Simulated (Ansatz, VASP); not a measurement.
This is a calculation of Au for Ansatz 0.2.0.

File input.yaml:

```yaml
crystal:
  lattice:
    - [0.059518, 2.032784, 2.023902]
    - [2.062843, 0.030146, 2.053275]
    - [2.074132, 2.073445, 0.018857]
  atoms:
    - { symbol: Au, position: [-0.001896, -0.004175, 0.01853] }
kpoints:
  mp_grid: { grid: [11, 11, 11] }
scf:
  occupations: { method: fermi_dirac, width: 0.05 }
hamiltonian:
  xc: pbesol
  pseudopotentials: { kind: all_electron, lapw: { basis_error: 0.001 } }
output:
  forces: true
  stress: true
  eigenvalues: true
  populations: true
```

Potentials or basis: all-electron LAPW, scalar-relativistic.

Run with:

```console
$ ansatz run input.yaml --threads 1 --pin off --max-ram 3072MiB --backend cpu --events-out ev --progress --plain --runs-dir out
```

Set up the same calculation for VASP 6.6.1. Potentials there: VASP PAW PBE potentials, release 64 (Au).

As run (the cutoff follows the program's own potentials):

File INCAR:

```
SYSTEM = Au
PREC     = Accurate       ! precision mode
ENCUT    = 520            ! plane-wave cutoff, eV
EDIFF    = 1E-6           ! SCF threshold, eV
ISMEAR   = -1             ! smearing method
SIGMA    = 0.05           ! smearing width, eV
LREAL    = .False.        ! projectors in reciprocal space
LASPH    = .True.         ! aspherical terms in the spheres
NELM     = 60             ! most SCF steps
ALGO     = Normal         ! electronic algorithm
ISIF     = 2              ! what is computed and relaxed
LWAVE    = .False.        ! write WAVECAR
LCHARG   = .False.        ! write CHGCAR
GGA      = PS             ! functional
NBANDS   = 12             ! bands
```

Contents of KPOINTS:

```
Automatic mesh
0
Gamma
  11 11 11
  0 0 0
```

Contents of POSCAR:

```
Au
1.0
    0.0595180000      2.0327840000      2.0239020000
    2.0628430000      0.0301460000      2.0532750000
    2.0741320000      2.0734450000      0.0188570000
Au
1
Direct
   -0.0018960000     -0.0041750000      0.0185300000
```

Potentials or basis: VASP PAW PBE potentials, release 64 (Au).

Run with:

```bash
$ cat potpaw_PBE.64/Au/POTCAR > POTCAR
$ mpirun -np 1 vasp_std > vasp.out
```

Both were run:

|  | VASP | Ansatz | Ansatz less VASP |
| --- | --- | --- | --- |
| gap on the k mesh at the Fermi level (eV) | none | none | - |
| pressure (GPa) | 1.6 | 1.9 | +0.28 |
| traceless stress, the component that is largest in VASP (GPa) | -1.98 | -1.99 | -0.008 |

VASP's potentials were made for PBE, not for PBEsol. A gap of «none» marks a metal or a gap that the smearing closes. Ansatz ran all-electron here, and VASP with PAW potentials.

Neither program's run includes spin-orbit coupling.
